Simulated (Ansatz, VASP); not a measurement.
# One calculation of GaSi, two programs

File INCAR:

```
SYSTEM = GaSi
  PREC = Accurate
  ENCUT = 600
  EDIFF = 1E-6
  ISMEAR = 0
  SIGMA = 0.1
  LREAL = .FALSE.
  LASPH = .TRUE.
  NELM = 60
  ALGO = Normal
  ISIF = 3
  LWAVE = .FALSE.
  LCHARG = .FALSE.
  GGA = PE
  IBRION = 2
  NSW = 90
  EDIFFG = -0.04
```

Contents of KPOINTS:

```
regular mesh
0
G
  6 6 6
  0 0 0
```

File POSCAR:

```
GaSi
1.0
    1.8254050460     -4.8163558814      0.0000000000
    1.8254050460      4.8163558814      0.0000000000
    0.0000000000      0.0000000000      3.6261424562
Ga Si
2 2
Direct
    0.8540000000      0.1460000000      0.7500000000
    0.1460000000      0.8540000000      0.2500000000
    0.5500000000      0.4500000000      0.7500000000
    0.4500000000      0.5500000000      0.2500000000
```

Input for Ansatz:

```yaml
crystal:
  lattice:
    - [1.825405046, -4.8163558814, 0.0]
    - [1.825405046, 4.8163558814, 0.0]
    - [0.0, 0.0, 3.6261424562]
  atoms:
    - { symbol: Ga, position: [0.854, 0.146, 0.75] }
    - { symbol: Ga, position: [0.146, 0.854, 0.25] }
    - { symbol: Si, position: [0.55, 0.45, 0.75] }
    - { symbol: Si, position: [0.45, 0.55, 0.25] }
basis:
  ecutwfc: 420
kpoints:
  mp_grid: { grid: [6, 6, 6] }
hamiltonian:
  xc: pbe
scf:
  occupations: { method: gaussian, width: 0.1 }
  lower_state_search: "off"
output:
  forces: true
  stress: true
  eigenvalues: true
relax:
  adjacent_minimum: "off"
  f_tol: 0.04
  max_steps: 70
  cell: { stress_tol: 0.4 }
```

Alike in both runs: task relaxation of cell and atoms; functional PBE; k mesh 6 × 6 × 6; occupations gaussian, width 0.1 eV; no spin polarisation.

|  | VASP | Ansatz |
| --- | --- | --- |
| version | VASP 6.6.1 | Ansatz 0.2.0 |
| potentials or method | VASP PAW PBE potentials, release 64 (Ga_d, Si), cutoff 600 eV | scalar-relativistic, plane waves, PAW |
| valence electrons in the cell | 34 | 34 |

```tsv
	VASP	Ansatz	Ansatz less VASP
gap on the k mesh at the Fermi level, each at its own relaxed structure (eV)	none	none	-
relaxed volume (Å³/atom)	17.82	17.80	-0.014
relaxed cell length with the largest relative difference (Å)	5.669	5.657	-0.0124
```

A gap of «none» marks a metal or a gap that the smearing closes.
